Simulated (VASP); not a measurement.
Here is a VASP 6.6.1 calculation.

INCAR

```
ALGO     = Normal         # electronic algorithm
DIPOL    = 0.5 0.5 0.328
EDIFF    = 1E-7           # SCF threshold, eV
ENCUT    = 520            # plane-wave cutoff, eV
GGA      = PE             # functional
IDIPOL   = 3            
ISIF     = 2              # what is computed and relaxed
ISMEAR   = 0              # smearing method
LASPH    = T              # aspherical terms in the spheres
LCHARG   = T              # write CHGCAR
LDIPOL   = T            
LELF     = T              # ELF
LREAL    = F              # projectors in reciprocal space
LVACPOTAV= T            
LVHAR    = T            
LWAVE    = F              # write WAVECAR
NBANDS   = 47             # bands
NELM     = 80             # most SCF steps
PREC     = Accurate       # precision mode
SIGMA    = 0.1            # smearing width, eV
```

KPOINTS

```
k-points
0
Gamma
  6 6 1
```

The input POSCAR:

```
Ti6C
1.0
    4.6037402166      0.0000000000      0.0000000000
   -2.3018701083      3.9869559800      0.0000000000
    0.0000000000      0.0000000000     19.9968207969
Ti C
6 1
Direct
    0.6666666667      0.3333333333      0.2000317971
    0.3333333333      0.6666666667      0.2470259940
    0.0000000000      0.0000000000      0.2940201911
    0.6666666667      0.3333333333      0.3353091166
    0.3333333333      0.6666666667      0.3717707096
    0.0000000000      0.0000000000      0.4249085834
    0.4444444444      0.1111111111      0.4213600028
```

Potentials or basis: VASP PAW PBE potentials, release 64 (Ti_sv, C).

Launch:

```sh
$ cat potpaw_PBE.64/Ti_sv/POTCAR potpaw_PBE.64/C/POTCAR > POTCAR
$ mpirun -np 1 vasp_std > vasp.out
```

(1) What does it give for the largest force?

(2) What does it give for the band gap on the k mesh?

Results:

(1) 2.152 eV/Å.

(2) zero (bands 38 and 39 overlap by 0.13 eV).
